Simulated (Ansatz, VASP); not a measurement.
## One calculation of SrO, two programs

Contents of POSCAR:

```
SrO
1.0
    4.2700192582      0.0000000000      0.0000000000
   -2.1350096291      3.6979451522      0.0000000000
    0.0000000000      0.0000000000      5.1444718063
Sr O
2 2
Direct
    0.3333333333      0.6666666667      0.9375000000
    0.6666666667      0.3333333333      0.4375000000
    0.3333333333      0.6666666667      0.4375000000
    0.6666666667      0.3333333333      0.9375000000
```

The input INCAR.step1:

```
SYSTEM = SrO
PREC = Accurate
ENCUT = 520
ISMEAR = 0
SIGMA = 0.01
LREAL = .False.
LASPH = .True.
NELM = 80
NBANDS = 24
GGA = PE
ALGO = Normal
EDIFF = 1E-4
LWAVE = .True.
LCHARG = .False.
```

Contents of INCAR.step2:

```
SYSTEM = SrO
PREC = Accurate
ENCUT = 520
EDIFF = 1E-7
ISMEAR = 0
SIGMA = 0.01
LREAL = .False.
LASPH = .True.
NELM = 80
ALGO = Normal
ISIF = 2
LWAVE = .False.
LCHARG = .True.
METAGGA = R2SCAN
LMIXTAU = .True.
LELF = .True.
LVHAR = .True.
NBANDS = 24
ISTART = 1
```

File KPOINTS:

```
Automatic mesh
0
Gamma
  12 12 6
  0 0 0
```

Input for Ansatz:

```yaml
crystal:
  lattice:
    - [4.2700192582, 0.0, 0.0]
    - [-2.1350096291, 3.6979451522, 0.0]
    - [0.0, 0.0, 5.1444718063]
  atoms:
    - { symbol: Sr, position: [0.3333333333, 0.6666666667, 0.9375] }
    - { symbol: Sr, position: [0.6666666667, 0.3333333333, 0.4375] }
    - { symbol: O, position: [0.3333333333, 0.6666666667, 0.4375] }
    - { symbol: O, position: [0.6666666667, 0.3333333333, 0.9375] }
kpoints:
  mp_grid: { grid: [12, 12, 6] }
  band_path:
    path:
      - [0.0, 0.0, 0.0]
      - [0.5, 0.0, 0.0]
      - [0.3333333333, 0.3333333333, 0.0]
      - [0.0, 0.0, 0.5]
      - [0.5, 0.0, 0.5]
      - [0.3333333333, 0.3333333333, 0.5]
    npoints: 1
hamiltonian:
  xc: r2scan
scf:
  occupations: { method: fixed }
  n_extra_bands: 5
output:
  forces: true
  stress: true
  eigenvalues: true
```

Alike in both runs: task single point; functional r2SCAN; k mesh 12 × 12 × 6; no spin polarisation.

|  | VASP | Ansatz |
| --- | --- | --- |
| version | VASP 6.6.1 | Ansatz 0.2.0 |
| potentials or method | VASP PAW PBE potentials, release 64 (Sr_sv, O) | plane waves, PAW |
| plane-wave cutoff (eV) | 520 | 500 |
| occupations | gaussian, width 0.01 eV | fixed |
| valence electrons in the cell | 32 | 32 |

|  | VASP | Ansatz | Ansatz less VASP |
| --- | --- | --- | --- |
| gap on the k mesh at the Fermi level (eV) | 3.02 | 3.03 | +0.010 |
| pressure (GPa) | 0.5 | 0.0 | -0.46 |

VASP's potentials were made for PBE, not for r2SCAN.
